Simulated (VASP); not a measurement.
# BN (P6_3/mmc) in VASP: G0W0 quasiparticle levels with PBE

Aim: the G0W0 quasiparticle levels of BN with PBE.

Everything below comes from runs of VASP 6.6.1. Logs are shortened: lines on timing, memory, paths and dates and some standing lists are left out, and cuts for length are marked.

### 1 The cell of the first run

It takes space group P6_3/mmc (No. 194, hexagonal). The conventional cell has a = 2.501 Å, b = 2.501 Å, c = 6.893 Å, α = 90.00°, β = 90.00°, γ = 120.00°. Within 1.9 Å of B (site symmetry -6m2) lie 3 N at 1.44 Å. N (site symmetry -6m2) has 3 B at 1.44 Å within 1.9 Å.

### 2 G0W0 quasiparticle levels, PBE

POSCAR

```
BN
1.0
    2.5008381060      0.0000000000      0.0000000000
   -1.2504190530      2.1657893305      0.0000000000
    0.0000000000      0.0000000000      6.8931301039
B N
2 2
Direct
    0.3333333333      0.6666666667      0.2500000000
    0.6666666667      0.3333333333      0.7500000000
    0.6666666667      0.3333333333      0.2500000000
    0.3333333333      0.6666666667      0.7500000000
```

INCAR.step1

```
SYSTEM = BN
PREC = Accurate
ENCUT = 500
EDIFF = 1E-8
ISMEAR = 0
SIGMA = 0.01
LREAL = .FALSE.
LASPH = .TRUE.
NELM = 100
ALGO = Normal
LWAVE = .TRUE.
LCHARG = .FALSE.
GGA = PE
```

INCAR.step2

```
SYSTEM = BN
PREC = Accurate
ENCUT = 500
EDIFF = 1E-8
ISMEAR = 0
SIGMA = 0.01
LREAL = .FALSE.
LASPH = .TRUE.
NELM = 1
ALGO = Exact
LWAVE = .TRUE.
LCHARG = .FALSE.
GGA = PE
NBANDS = 148
LOPTICS = .TRUE.
ISTART = 1
```

INCAR.step3

```
SYSTEM = BN
PREC = Accurate
ENCUT = 500
EDIFF = 1E-8
ISMEAR = 0
SIGMA = 0.01
LREAL = .FALSE.
LASPH = .TRUE.
ALGO = EVGW0
LWAVE = .FALSE.
LCHARG = .FALSE.
GGA = PE
NELMGW = 1
NBANDS = 148
ENCUTGW = 140.0
NOMEGA = 96
PRECFOCK = Fast
ISTART = 1
NBANDSGW = 16
OMEGAMAX = 20
```

KPOINTS

```
Automatic mesh
0
G
  6 6 2
  0 0 0
```

Potentials or basis: VASP PAW PBE potentials, release 64 (B_GW, N_GW).

The run is started by

```console
> cat potpaw_PBE.64/B_GW/POTCAR potpaw_PBE.64/N_GW/POTCAR > POTCAR
> cp INCAR.step1 INCAR
> mpirun -np 1 vasp_std > vasp.out
> cp INCAR.step2 INCAR
> mpirun -np 1 vasp_std > vasp.out
> cp INCAR.step3 INCAR
> mpirun -np 1 vasp_std > vasp.out
```

OUTCAR:

```text
SYSTEM = BN
   PREC = Accurate
   ENCUT = 500
   EDIFF = 1E-8
   ISMEAR = 0
   LREAL = .FALSE.
   LASPH = .TRUE.
   GGA = PE
   NELMGW = 1
   ENCUTGW = 140.0
   PRECFOCK = Fast
   ISTART = 1

 ion  position               nearest neighbor table
   1  0.333  0.667  0.250-   3 1.44   3 1.44   3 1.44
   2  0.667  0.333  0.750-   4 1.44   4 1.44   4 1.44
   3  0.667  0.333  0.250-   1 1.44   1 1.44   1 1.44
   4  0.333  0.667  0.750-   2 1.44   2 1.44   2 1.44

  LATTYP: Found a hexagonal cell.
 ALAT       =     2.5008381060
 C/A-ratio  =     2.7563280035

  Lattice vectors:

 A1 = (   2.5008381060,   0.0000000000,   0.0000000000)
 A2 = (  -1.2504190530,   2.1657893305,   0.0000000000)
 A3 = (   0.0000000000,   0.0000000000,   6.8931301039)

Analysis of symmetry for initial positions (statically):
=====================================================================
 Subroutine PRICEL returns:
 Original cell was already a primitive cell.

 Routine SETGRP: Setting up the symmetry group for a
 hexagonal supercell.

 Subroutine GETGRP returns: Found 24 space group operations
 (whereof 12 operations were pure point group operations)
 out of a pool of 24 trial point group operations.

The static configuration has the point symmetry D_3d.
 The point group associated with its full space group is D_6h.

Analysis of symmetry for dynamics (positions and initial velocities):
=====================================================================
 Subroutine PRICEL returns:
 Original cell was already a primitive cell.

 Routine SETGRP: Setting up the symmetry group for a
 hexagonal supercell.

 Subroutine GETGRP returns: Found 24 space group operations
 (whereof 12 operations were pure point group operations)
 out of a pool of 24 trial point group operations.

The dynamic configuration has the point symmetry D_3d.
 The point group associated with its full space group is D_6h.

 Subroutine INISYM returns: Found 24 space group operations
 (whereof 12 operations are pure point group operations),
 and found     1 'primitive' translations

----------------------------------------------------------------------------------------

                                     Primitive cell

  volume of cell :      37.3352

  direct lattice vectors                    reciprocal lattice vectors
     2.500838106  0.000000000  0.000000000     0.399865948  0.230862713  0.000000000
    -1.250419053  2.165789330  0.000000000     0.000000000  0.461725425  0.000000000
     0.000000000  0.000000000  6.893130104     0.000000000  0.000000000  0.145071975

  length of vectors
     2.500838106  2.500838106  6.893130104     0.461725425  0.461725425  0.145071975

  position of ions in fractional coordinates (direct lattice)
     0.333333333  0.666666667  0.250000000
     0.666666667  0.333333333  0.750000000
     0.666666667  0.333333333  0.250000000
     0.333333333  0.666666667  0.750000000

  ion indices of the primitive-cell ions
   primitive index   ion index
                 1           1
                 2           2
                 3           3
                 4           4

----------------------------------------------------------------------------------------

 KPOINTS: Automatic mesh

Automatic generation of k-mesh.
 Grid dimensions read from file:
 generate k-points for:    6    6    2

 Generating k-lattice:

  Cartesian coordinates                     Fractional coordinates (reciprocal lattice)
     0.066644325  0.038477119  0.000000000     0.166666667  0.000000000  0.000000000
     0.000000000  0.076954238  0.000000000     0.000000000  0.166666667  0.000000000
     0.000000000  0.000000000  0.072535988     0.000000000  0.000000000  0.500000000

  Length of vectors
     0.076954238  0.076954238  0.072535988

  Shift w.r.t. Gamma in fractional coordinates (k-lattice)
     0.000000000  0.000000000  0.000000000

 Subroutine IBZKPT returns following result:
 ===========================================

 Found     14 irreducible k-points:

 Following reciprocal coordinates:
            Coordinates               Weight
  0.000000  0.000000  0.000000      1.000000
  0.166667  0.000000  0.000000      6.000000
  0.333333 -0.000000  0.000000      6.000000
  0.500000  0.000000  0.000000      3.000000
  0.166667  0.166667  0.000000      6.000000
  0.333333  0.166667  0.000000     12.000000
  0.333333  0.333333  0.000000      2.000000
  0.000000  0.000000  0.500000      1.000000
  0.166667  0.000000  0.500000      6.000000
  0.333333 -0.000000  0.500000      6.000000
  0.500000  0.000000  0.500000      3.000000
  0.166667  0.166667  0.500000      6.000000
  0.333333  0.166667  0.500000     12.000000
  0.333333  0.333333  0.500000      2.000000
   k-points           NKPTS =     14   k-points in BZ     NKDIM =     72   number of bands    NBANDS=    148
   number of dos      NEDOS =    301   number of ions     NIONS =      4
   total plane-waves  NPLWV =  16200
   dimension x,y,z NGX =    18 NGY =   18 NGZ =   50
   dimension x,y,z NGXF=    36 NGYF=   36 NGZF=  100
   ions per type =               2   2
   NGX,Y,Z   is equivalent  to a cutoff of  11.97, 11.97, 12.06 a.u.
   NGXF,Y,Z  is equivalent  to a cutoff of  23.93, 23.93, 24.12 a.u.
 SYSTEM =  BN
   PREC   = accura    normal or accurate (medium, high low for compatibility)
   ISTART =      1    job   : 0-new  1-cont  2-samecut
   ICHARG =      0    charge: 1-file 2-atom 10-const
   ISPIN  =      1    spin polarized calculation?
   LNONCOLLINEAR =      F non collinear calculations
   LSORBIT =      F    spin-orbit coupling
   LASPH  =      T    aspherical Exc in radial PAW
   ENCUT  =  500.0 eV  36.75 Ry    6.06 a.u.   4.56  4.56 12.57*2*pi/ulx,y,z
   NELM   =     60;   NELMIN=  2; NELMDL=  0     # of ELM steps
   EDIFF  = 0.1E-07   stopping-criterion for ELM
   LREAL  =      F    real-space projection
   EDIFFG = 0.1E-06   stopping-criterion for IOM
   NSW    =      0    number of steps for IOM
   IBRION =     -1    ionic relax: 0-MD 1-quasi-New 2-CG
   NFREE  =      0    steps in history (QN), initial steepest desc. (CG)
   ISIF   =      0    stress and relaxation
   ISYM   =      3    0-nonsym 1-usesym 2-fastsym
   POTIM  = 0.5000    time-step for ionic-motion
   TEBEG  =    0.0;   TEEND  =   0.0 temperature during run
   PSTRESS=    0.0 pullay stress
   NELECT =      16.0000    total number of electrons
   NUPDOWN=      -1.0000    fix difference up-down
   EMIN   =  10.00;   EMAX   =-10.00  energy-range for DOS
   EFERMI =   0.00;   METHOD = LEGACY
   ISMEAR =     0;   SIGMA  =   0.01  broadening in eV -4-tet -1-fermi 0-gaus
   EFERMI_NEDOS =   21; number of points for ismear=-14 and -15
   IALGO  =     38    algorithm
   IMIX   =      4    mixing-type and parameters
     AMIX     =   0.40;   BMIX     =  1.00
     AMIX_MAG =   1.60;   BMIX_MAG =  1.00
  volume/ion in A,a.u.               =       9.33        62.99
  Fermi-wavevector in a.u.,A,eV,Ry     =   1.234266  2.332424 20.727283  1.523412
  Thomas-Fermi vector in A             =   2.368963
   LORBIT       =      0    0 simple, 1 ext, 2 COOP (PROOUT), +10 PAW based schemes
   GGA     = PE    functional components
   LHFCALC =     T    Hartree Fock is set to
   PRECFOCK=fast      Normal, Fast or Accurate (Low or Medium for compatibility)
   ENCUT4O =  -1.0   cutoff for four orbital integrals eV
   NKREDX  =     1    reduce k-point grid by
   NKREDY  =     1    reduce k-point grid by
   NKREDZ  =     1    reduce k-point grid by
   AEXX    =    1.0000 exact exchange contribution
   HFSCREEN=    0.0000 screening length (either q_TF or 0.3 A-1)
   HFSCREENC=   0.0000 screening length for correlation (either q_TF or 0.3 A-1)
   ENCUTFOCK=  -1.0 apply spherical cutoff to Coloumb kernel
   IVDW    =     0    specifies the selected vdW correction
   LEPSILON=     F    determine dielectric tensor
   LRPA    =     F    only Hartree local field effects (RPA)
   LRPAFORCE           =     F    calculate RPA forces
   ENCUTGW             = 140.0    cutoff for response function in eV
   ENCUTGWSOFT         = 112.0    soft cutoff for Coulomb kernel in GW response function in eV
   ENCUTLF             =  -1.0    cutoff for local field effects
   NELMGW              =     1    number of iterations in solving QP/BSE equation
   NELMHF              =     1    number of iterations in the inner HF iteration
   NKREDLFX            =     1    NKREDLFY  =   1   NKREDLFZ  =   1
 non-spin polarized calculation
 Gauss-broadening in eV      SIGMA  =   0.01
  energy-cutoff  :      500.00
  volume of cell :       37.34
 maximum number of plane-waves:       979
  NGX = 12; NGY = 12; NGZ = 36
   NGX =  9   NGY =  9   NGZ = 25
 maximum number of plane-waves:       158
 NGX is ok and might be reduce to    10

 QP shifts <psi_nk| G(iteration)W_0 |psi_nk>: iteration 1
 for sc-GW calculations column KS-energies equals QP-energies in previous step
 and V_xc(KS)=  KS-energies - (<T + V_ion + V_H > + <T+V_H+V_ion>^1  + <V_x>^1)

 k-point   1 :       0.0000    0.0000    0.0000
  band No.  KS-energies  QP-energies   sigma(KS)   V_xc(KS)     V^pw_x(r,r')   Z            occupation Imag(sigma)

      1     -15.7601     -17.6217     -18.5138     -15.9815     -26.6512       0.7352       2.0000       1.1799
      2     -15.5407     -17.4065     -18.7525     -16.2503     -26.8629       0.7456       2.0000       1.1328
      3      -4.0476      -5.3658     -14.2208     -12.3667     -18.2083       0.7109       2.0000       0.1862
      4      -2.2833      -3.4861     -15.8851     -14.2475     -19.4434       0.7345       2.0000       0.0941
      5       0.7010      -0.3781     -19.5286     -18.1729     -22.6397       0.7960       2.0000       0.0415
      6       0.7010      -0.3781     -19.5286     -18.1729     -22.6397       0.7960       2.0000       0.0415
[... 8 lines left out ...]
     15      14.0986      15.2480     -12.5991     -14.0938      -6.9841       0.7690       0.0000      -0.1412
     16      15.0694      16.2720     -13.2365     -14.9748      -6.1889       0.6918       0.0000      -0.4952

 k-point   2 :       0.1667    0.0000    0.0000
  band No.  KS-energies  QP-energies   sigma(KS)   V_xc(KS)     V^pw_x(r,r')   Z            occupation Imag(sigma)

      1     -15.2242     -17.0843     -18.6241     -16.1189     -26.6122       0.7425       2.0000       1.1407
      2     -15.0193     -16.8275     -18.8458     -16.3739     -26.8142       0.7315       2.0000       1.0912
      3      -3.3080      -4.6215     -14.3817     -12.5549     -18.0799       0.7190       2.0000       0.1367
      4      -1.6128      -2.7975     -16.0186     -14.4357     -19.3404       0.7484       2.0000       0.0800
      5      -1.2743      -2.5344     -18.9931     -17.3750     -22.4935       0.7788       2.0000       0.0546
      6      -1.2512      -2.5038     -19.0002     -17.3922     -22.4892       0.7790       2.0000       0.0543
[... 8 lines left out ...]
     15      15.8484      17.6317     -12.4989     -14.7535      -7.1408       0.7909       0.0000      -0.0897
     16      15.9336      17.7275     -12.5725     -14.8557      -7.1851       0.7857       0.0000      -0.0913
[... 208 lines left out ...]
      5      -3.2755      -4.6601     -18.4075     -16.5917     -22.3450       0.7626       2.0000       0.0719
      6      -3.2755      -4.6601     -18.4075     -16.5917     -22.3450       0.7626       2.0000       0.0719
[... 8 lines left out ...]
     15      18.0186      18.9439      -9.5356     -10.6896      -4.1893       0.8018       0.0000      -0.2706
     16      18.0186      18.9439      -9.5356     -10.6896      -4.1893       0.8018       0.0000      -0.2706

 k-point  14 :       0.3333    0.3333    0.5000
  band No.  KS-energies  QP-energies   sigma(KS)   V_xc(KS)     V^pw_x(r,r')   Z            occupation Imag(sigma)

      1     -11.9658     -13.8295     -19.8649     -17.6454     -27.1859       0.8397       2.0000       1.0044
      2     -11.9658     -13.8295     -19.8649     -17.6454     -27.1859       0.8397       2.0000       1.0044
      3      -5.8905      -7.2633     -17.4808     -15.6037     -22.0182       0.7313       2.0000       0.1438
      4      -5.8905      -7.2633     -17.4808     -15.6037     -22.0182       0.7313       2.0000       0.1438
      5      -5.1333      -6.7274     -18.0597     -15.8984     -22.5345       0.7376       2.0000       0.1069
      6      -5.1333      -6.7274     -18.0597     -15.8984     -22.5345       0.7376       2.0000       0.1069
[... 8 lines left out ...]
     15      19.4199      20.5354     -11.1860     -12.6023      -5.7270       0.7877       0.0000      -0.2364
     16      19.4199      20.5354     -11.1860     -12.6023      -5.7270       0.7877       0.0000      -0.2364
```

Wall time 7.8 min (1 thread of Intel Xeon Platinum 8259CL at 2.50GHz (Skylake/Cascade Lake), shared host); peak memory 0.46 GiB.

What came out:

- Quasiparticle gap: 5.91 eV
- Least direct quasiparticle gap: 6.37 eV
- Band gap of the starting levels on the mesh: 4.35 eV
- Least direct gap of the starting levels on the mesh: 4.68 eV

Caveat: the k points lie up to 0.48 Å⁻¹ apart; bands, screening cutoff and mesh are small and nothing is extrapolated, so the quasiparticle values aren't converged.
